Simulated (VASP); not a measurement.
A run of VASP 6.6.1 is set up as follows.

File INCAR:

```
PREC = Accurate
ENCUT = 520
EDIFF = 1E-6
ISMEAR = -1
SIGMA = 0.15
LREAL = F
LASPH = T
NELM = 60
ALGO = Normal
ISIF = 2
LWAVE = F
LCHARG = F
GGA = PE
NBANDS = 12
```

The input KPOINTS:

```
Automatic mesh
0
Gamma
  16 16 16
```

The input POSCAR:

```
Cu
1.0
    0.0000000000      1.8148670736      1.8148670736
    1.8148670736      0.0000000000      1.8148670736
    1.8148670736      1.8148670736      0.0000000000
Cu
1
Direct
    0.0000000000      0.0000000000      0.0000000000
```

Potentials or basis: VASP PAW PBE potentials, release 64 (Cu).

Command:

```bash
$ cat potpaw_PBE.64/Cu/POTCAR > POTCAR
$ mpirun -np 1 vasp_std > vasp.out
```

(1) Predict the pressure.

Results:

(1) 0.7 GPa.
